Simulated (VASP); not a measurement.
# LaC (P6_3mc) in VASP: relaxation of cell and atoms with PBE

Aim: the relaxation of cell and atoms of LaC with PBE.

Everything below comes from runs of VASP 6.6.1. Logs are shortened: lines on timing, memory, paths and dates and some standing lists are left out, and cuts for length are marked.

### Step 1. The cell of the first run

It takes space group P6_3mc (No. 186, hexagonal). The conventional cell has a = 4.036 Å, b = 4.036 Å, c = 6.610 Å, α = 90.00°, β = 90.00°, γ = 120.00°. Within 3.3 Å of La (site symmetry 3m) lie 4 C at 2.47 to 2.48 Å. C (site symmetry 3m) has 4 La at 2.47 to 2.48 Å within 3.3 Å.

### Step 2. Relaxation of cell and atoms, PBE

INCAR reads:

```
PREC     = Accurate       # precision mode
ENCUT    = 600            # plane-wave cutoff, eV
EDIFF    = 1E-6           # SCF threshold, eV
ISMEAR   = 0              # smearing method
SIGMA    = 0.05           # smearing width, eV
LREAL    = False          # projectors in reciprocal space
LASPH    = True           # aspherical terms in the spheres
NELM     = 80             # most SCF steps
ALGO     = Normal         # electronic algorithm
ISIF     = 3              # what is computed and relaxed
LWAVE    = False          # write WAVECAR
LCHARG   = False          # write CHGCAR
GGA      = PE             # functional
IBRION   = 2              # ionic algorithm
NSW      = 80             # ionic steps
EDIFFG   = -0.01          # ionic threshold
```

KPOINTS reads:

```
regular mesh
0
Gamma
  10 10 6
```

POSCAR reads:

```
LaC
1.0
    4.0362177981      0.0000000000      0.0000000000
   -2.0181088990      3.4954671484      0.0000000000
    0.0000000000      0.0000000000      6.6103928554
La C
2 2
Direct
    0.6666666667      0.3333333333      0.0000000000
    0.3333333333      0.6666666667      0.5000000000
    0.6666666667      0.3333333333      0.6252000000
    0.3333333333      0.6666666667      0.1252000000
```

Potentials or basis: VASP PAW PBE potentials, release 64 (La, C).

Command:

```sh
$ cat potpaw_PBE.64/La/POTCAR potpaw_PBE.64/C/POTCAR > POTCAR
$ mpirun -np 1 vasp_std > vasp.out
```

OUTCAR:

```text
PREC = Accurate
   ENCUT = 600
   EDIFF = 1E-6
   ISMEAR = 0
   LREAL = False
   LASPH = True
   NELM = 80
   ISIF = 3
   GGA = PE
   IBRION = 2
   NSW = 80
   EDIFFG = -0.01

 ion  position               nearest neighbor table
   1  0.667  0.333  0.000-   4 2.47   4 2.47   4 2.47   3 2.48
   2  0.333  0.667  0.500-   3 2.47   3 2.47   3 2.47   4 2.48
   3  0.667  0.333  0.625-   2 2.47   2 2.47   2 2.47   1 2.48
   4  0.333  0.667  0.125-   1 2.47   1 2.47   1 2.47   2 2.48

  LATTYP: Found a hexagonal cell.
 ALAT       =     4.0362177981
 C/A-ratio  =     1.6377691161

  Lattice vectors:

 A1 = (   4.0362177981,   0.0000000000,   0.0000000000)
 A2 = (  -2.0181088990,   3.4954671484,   0.0000000000)
 A3 = (   0.0000000000,   0.0000000000,   6.6103928554)

Analysis of symmetry for initial positions (statically):
=====================================================================
 Subroutine PRICEL returns:
 Original cell was already a primitive cell.

 Routine SETGRP: Setting up the symmetry group for a
 hexagonal supercell.

 Subroutine GETGRP returns: Found 12 space group operations
 (whereof  6 operations were pure point group operations)
 out of a pool of 24 trial point group operations.

The static configuration has the point symmetry C_3v.
 The point group associated with its full space group is C_6v.

Analysis of symmetry for dynamics (positions and initial velocities):
=====================================================================
 Subroutine PRICEL returns:
 Original cell was already a primitive cell.

 Routine SETGRP: Setting up the symmetry group for a
 hexagonal supercell.

 Subroutine GETGRP returns: Found 12 space group operations
 (whereof  6 operations were pure point group operations)
 out of a pool of 24 trial point group operations.

The dynamic configuration has the point symmetry C_3v.
 The point group associated with its full space group is C_6v.

 Subroutine INISYM returns: Found 12 space group operations
 (whereof  6 operations are pure point group operations),
 and found     1 'primitive' translations

----------------------------------------------------------------------------------------

                                     Primitive cell

  volume of cell :      93.2625

  direct lattice vectors                    reciprocal lattice vectors
[... 112 lines left out ...]
  volume/ion in A,a.u.               =      23.32       157.34
  Fermi-wavevector in a.u.,A,eV,Ry     =   1.121707  2.119719 17.119222  1.258227
  Thomas-Fermi vector in A             =   2.258363
   LORBIT       =      0    0 simple, 1 ext, 2 COOP (PROOUT), +10 PAW based schemes
   GGA     = PE    functional components
   LHFCALC =     F    Hartree Fock is set to
   AEXX    =    0.0000 exact exchange contribution
   IVDW    =     0    specifies the selected vdW correction
   LEPSILON=     F    determine dielectric tensor
   LRPA    =     F    only Hartree local field effects (RPA)
 conjugate gradient relaxation of ions
 non-spin polarized calculation
 Gauss-broadening in eV      SIGMA  =   0.05
  energy-cutoff  :      600.00
  volume of cell :       93.26
 maximum number of plane-waves:      3130
   NGX = 17   NGY = 17   NGZ = 27

--------------------------------------- Ionic step        1  -------------------------------------------

 number of electron      30.0000002 magnetization

 Free energy of the ion-electron system (eV)
  ---------------------------------------------------
  ext. energy  EPLUGINS =         0.00000000
  ---------------------------------------------------
  free energy    TOTEN  =       -26.17449356 eV

  energy without entropy =      -26.16623640  energy(sigma->0) =      -26.17036498

------------------------ aborting loop because EDIFF is reached ----------------------------------------

  FORCE on cell =-STRESS in cart. coord.  units (eV):
  Direction    XX          YY          ZZ          XY          YZ          ZX
  --------------------------------------------------------------------------------------
  -------------------------------------------------------------------------------------
  Total        1.0567088      1.0567088      0.4122381      0.0000000     -0.0000000      0.0000000
  in kB       18.1534355     18.1534355      7.0819298      0.0000000     -0.0000000      0.0000000
  external PRESSURE =      14.4629336 kB  Pullay stress =       0.0000000 kB
[... 95 lines left out ...]
  FREE ENERGIE OF THE ION-ELECTRON SYSTEM (eV)
  ---------------------------------------------------
  free  energy   TOTEN  =       -26.1869942635 eV

  energy  without entropy=      -26.1784585384  energy(sigma->0) =      -26.18272640

[... ionic steps 4 to 33 ...]

--------------------------------------- Ionic step       34  -------------------------------------------

 number of electron      29.9999999 magnetization

------------------------ aborting loop because EDIFF is reached ----------------------------------------
[... 71 lines left out ...]
--------------------------------------- Ionic step       36  -------------------------------------------

 number of electron      29.9999999 magnetization

 Free energy of the ion-electron system (eV)
  ---------------------------------------------------
  ext. energy  EPLUGINS =         0.00000000
  ---------------------------------------------------
  free energy    TOTEN  =       -26.52560814 eV

  energy without entropy =      -26.52503598  energy(sigma->0) =      -26.52532206

 E-fermi :   5.8073     XC(G=0):  -9.2990

 val. band max:        5.7654575242   @ k =   0.5000  -0.0000   0.0000
 cond. band min:       5.8789263801   @ k =   0.1000   0.1000   0.1667
 fundamental gap:      0.1134688560
 Fermi energy:         5.8072914915

 k-point     1 :       0.0000    0.0000    0.0000
  band No.  band energies     occupation
      1     -25.7922      2.00000
      2     -25.5015      2.00000
      3     -10.3628      2.00000
      4      -9.7154      2.00000
      5      -9.7154      2.00000
      6      -9.3322      2.00000
[... 505 lines left out ...]
      6      -9.5258      2.00000
[... 11 lines left out ...]
     18       7.4414      0.00000
     19       8.0873      0.00000

 [... further k-points ...]

------------------------ aborting loop because EDIFF is reached ----------------------------------------

  FORCE on cell =-STRESS in cart. coord.  units (eV):
  Direction    XX          YY          ZZ          XY          YZ          ZX
  --------------------------------------------------------------------------------------
  -------------------------------------------------------------------------------------
  Total       -0.0140568     -0.0140568      0.0098208     -0.0000000     -0.0000000     -0.0000000
  in kB       -0.2357803     -0.2357803      0.1647274     -0.0000000     -0.0000000     -0.0000000
  external PRESSURE =      -0.1022778 kB  Pullay stress =       0.0000000 kB
[... 19 lines left out ...]
  FREE ENERGIE OF THE ION-ELECTRON SYSTEM (eV)
  ---------------------------------------------------
  free  energy   TOTEN  =       -26.5256081389 eV

  energy  without entropy=      -26.5250359849  energy(sigma->0) =      -26.52532206

 reached required accuracy - stopping structural energy minimisation
```

OSZICAR:

```text
N       E                     dE             d eps       ncg     rms          rms(c)
DAV:   1     0.349072295416E+03    0.34907E+03   -0.12364E+04  2128   0.245E+03
DAV:   2     0.473088298292E+02   -0.30176E+03   -0.29655E+03  3448   0.385E+02
[... 340 lines left out ...]
DAV:   1    -0.265258165287E+02   -0.43645E-03   -0.91661E-02  3197   0.326E+00    0.117E-01
DAV:   2    -0.265257298533E+02    0.86675E-04   -0.44163E-03  3654   0.635E-01    0.613E-02
DAV:   3    -0.265256004437E+02    0.12941E-03   -0.60569E-04  3859   0.243E-01    0.152E-02
DAV:   4    -0.265256049864E+02   -0.45427E-05   -0.52055E-05  3594   0.562E-02    0.992E-03
DAV:   5    -0.265256071461E+02   -0.21597E-05   -0.67481E-06  2873   0.236E-02    0.446E-03
DAV:   6    -0.265256081389E+02   -0.99283E-06   -0.14003E-06  1936   0.198E-02
  36 F= -.26525608E+02 E0= -.26525322E+02  d E =-.375494E-03
```

It took 19 min on 1 thread of Intel Xeon 6975P-C (Granite Rapids), shared host; peak memory 0.33 GiB.

What came out:

```yaml
Free_energy: -26.5256 eV
Relaxed_volume: 23.88 Å³/atom
Relaxed_cell: a = 4.795 Å, b = 4.795 Å, c = 4.797 Å, α = 90.00°, β = 90.00°, γ = 120.00°
Space_group_after_relaxing_to_0.1_Å: P6_3/mmc (No. 194)
Energy_gained_by_relaxing: 87.8 meV/atom
Ionic_steps: 36
Pressure_after_relaxing: 0.0 GPa
Largest_force_after_relaxing: 0.003 eV/Å
Band_gap_on_the_k_mesh: zero (bands 15 and 16 overlap by 2.64 eV)
```

Forces on the atoms (eV/Å):
```
La   0.000  0.000  0.003
La   0.000  0.000  0.003
C    0.000  0.000 -0.003
C    0.000  0.000 -0.003
```

The path:
```csv
step,energy change (eV),largest force (eV/Å),pressure (GPa),volume (Å³)
1,0.0000,0.0988,1.45,93.26
2,-0.0119,0.0897,-0.60,96.13
3,-0.0125,0.0927,-0.24,95.61
4,-0.0168,0.0926,-0.22,95.54
5,-0.0276,0.0975,-0.20,95.31
6,-0.0597,0.2184,-0.16,94.76
7,-0.1449,0.3246,-0.19,93.29
8,-0.1818,0.6436,3.69,88.76
9,-0.1042,0.7324,7.08,86.91
10,-0.1652,0.6873,4.63,88.22
11,-0.1658,0.6845,4.61,88.22
12,-0.1675,0.6767,4.62,88.23
13,-0.1705,0.6636,4.67,88.25
14,-0.1752,0.6371,4.76,88.30
15,-0.1803,0.5708,5.12,88.36
16,-0.1954,0.4514,6.27,88.40
17,0.1149,0.4083,11.10,88.17
18,-0.1884,0.4960,6.38,88.40
19,-0.1388,0.2622,8.17,88.34
20,-0.1866,0.4926,6.56,88.40
21,-0.2041,0.4429,6.28,88.78
22,-0.2456,0.2916,5.50,89.93
23,-0.2557,0.0995,4.41,92.21
24,-0.2650,0.0860,4.77,91.27
25,-0.2900,0.0876,3.99,91.83
26,-0.3372,0.0866,1.84,93.51
27,-0.3280,0.0667,-1.72,96.92
28,-0.3478,0.0770,0.10,95.06
29,-0.3480,0.0786,0.28,94.89
30,-0.3480,0.0793,0.36,94.82
31,-0.3484,0.0755,0.30,94.89
32,-0.3496,0.0643,0.22,95.11
33,-0.3507,0.0397,0.00,95.54
34,-0.3507,0.0332,-0.06,95.66
35,-0.3509,0.0251,-0.02,95.62
36,-0.3511,0.0030,-0.01,95.52
```

Final structure:
```yaml
crystal:
  lattice:
    - [4.79507, 0.00000, 0.00000]
    - [-2.39753, 4.15265, 0.00000]
    - [0.00000, 0.00000, 4.79701]
  atoms:
    - { symbol: La, position: [0.66667, 0.33333, 0.06249] }
    - { symbol: La, position: [0.33333, 0.66667, 0.56249] }
    - { symbol: C, position: [0.66667, 0.33333, 0.56271] }
    - { symbol: C, position: [0.33333, 0.66667, 0.06271] }
```

Caveat: a cell axis changed by over 15 % at a fixed basis, so the end point is rough; spin-orbit coupling is left out, which moves the levels of the heavy elements.
